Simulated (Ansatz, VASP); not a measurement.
# One calculation of Mo, two programs

File INCAR:

```
SYSTEM = Mo
PREC     = Accurate       ! precision mode
ENCUT    = 520            ! plane-wave cutoff, eV
EDIFF    = 1E-6           ! SCF threshold, eV
ISMEAR   = -1             ! smearing method
SIGMA    = 0.05           ! smearing width, eV
LREAL    = .FALSE.        ! projectors in reciprocal space
LASPH    = .TRUE.         ! aspherical terms in the spheres
NELM     = 80             ! most SCF steps
ALGO     = Normal         ! electronic algorithm
ISIF     = 2              ! what is computed and relaxed
LWAVE    = .FALSE.        ! write WAVECAR
LCHARG   = .TRUE.         ! write CHGCAR
GGA      = PE             ! functional
LELF     = .TRUE.         ! ELF
LVHAR    = .TRUE.       
NBANDS   = 21             ! bands
```

Contents of KPOINTS:

```
Automatic mesh
0
G
  14 14 14
  0 0 0
```

File POSCAR:

```
Mo
1.0
    0.0000000000      2.5836051220      2.5836051220
    2.5836051220      0.0000000000      2.5836051220
    2.5836051220      2.5836051220      0.0000000000
Mo
2
Direct
   -0.1250000000     -0.1250000000     -0.1250000000
    0.1250000000      0.1250000000      0.1250000000
```

Input for Ansatz:

```yaml
crystal:
  lattice:
    - [0.0, 2.583605122, 2.583605122]
    - [2.583605122, 0.0, 2.583605122]
    - [2.583605122, 2.583605122, 0.0]
  atoms:
    - { symbol: Mo, position: [-0.125, -0.125, -0.125] }
    - { symbol: Mo, position: [0.125, 0.125, 0.125] }
kpoints:
  mp_grid: { grid: [14, 14, 14] }
scf:
  occupations: { method: fermi_dirac, width: 0.05 }
hamiltonian:
  xc: pbe
  pseudopotentials: { kind: all_electron, lapw: { basis_error: 0.001 } }
output:
  forces: true
  stress: true
  eigenvalues: true
  populations: true
```

Change from the starting cell: volume scaled by 0.75, LAPW.

Alike in both runs: task single point; functional PBE; k mesh 14 × 14 × 14; occupations fermi-dirac, width 0.05 eV; no spin polarisation.

|  | VASP | Ansatz |
| --- | --- | --- |
| version | VASP 6.6.1 | Ansatz 0.2.0 |
| potentials or method | VASP PAW PBE potentials, release 64 (Mo_sv), cutoff 520 eV | all-electron LAPW, scalar-relativistic |

VASP gave:

* pressure (GPa): 57.4

Problem. Estimate Ansatz's values.

Solution. Pressure (GPa): 55.5.

Both programs put the cell under a high pressure, so it lies far from rest at this level. Ansatz ran all-electron here, and VASP with PAW potentials.
